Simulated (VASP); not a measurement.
# BN: single point with PBE+D2

BN:

```xyz
2
Lattice="1.2511 0.7223 3.3729 -1.2511 0.7223 3.3729 0.0000 -1.4447 3.3729" Properties=species:S:1:pos:R:3 pbc="T T T"
N     0.0000    0.0000    6.7517
B     0.0000    0.0000    0.0033
```

```yaml
Program: VASP 6.6.1
Task: single point
Functional: PBE
Dispersion: D2
Potentials_or_basis: VASP PAW PBE potentials, release 64 (N, B)
Cutoff: 520 eV
k_mesh: 9 × 9 × 9
Occupations: gaussian, width 0.02 eV
Spin: no spin polarisation
```

| Property | Result |
| --- | --- |
| Pressure | 1.0 GPa |
| Largest force | 0.004 eV/Å |
| Band gap on the k mesh | 4.38 eV (least direct gap 4.70 eV) |
| Dispersion energy per atom | -0.143 eV |

Forces in eV/Å, atoms in the order of the input:
```
N    0.000  0.000 -0.004
B    0.000  0.000  0.004
```

Stress tensor (GPa, compression positive):
```
 3.05  0.00  0.00
 0.00  3.05  0.00
 0.00  0.00 -3.06
```

Levels at points of the mesh, in eV from the valence-band top:
```
           k point  band 1  band 2  band 3  band 4  band 5  band 6  band 7  band 8
(0.00, 0.00, 0.00)  -17.78   -4.18   -1.29   -1.29    5.17   11.68   11.68   13.14
```

It took 15 s on 1 thread of Intel(R) Xeon(R) 6975P-C (Granite Rapids) (shared host), peak memory 0.15 GiB.

Caveat: the stress differs along the axes, from -3 to 3 GPa. A k mesh can miss the band edges.
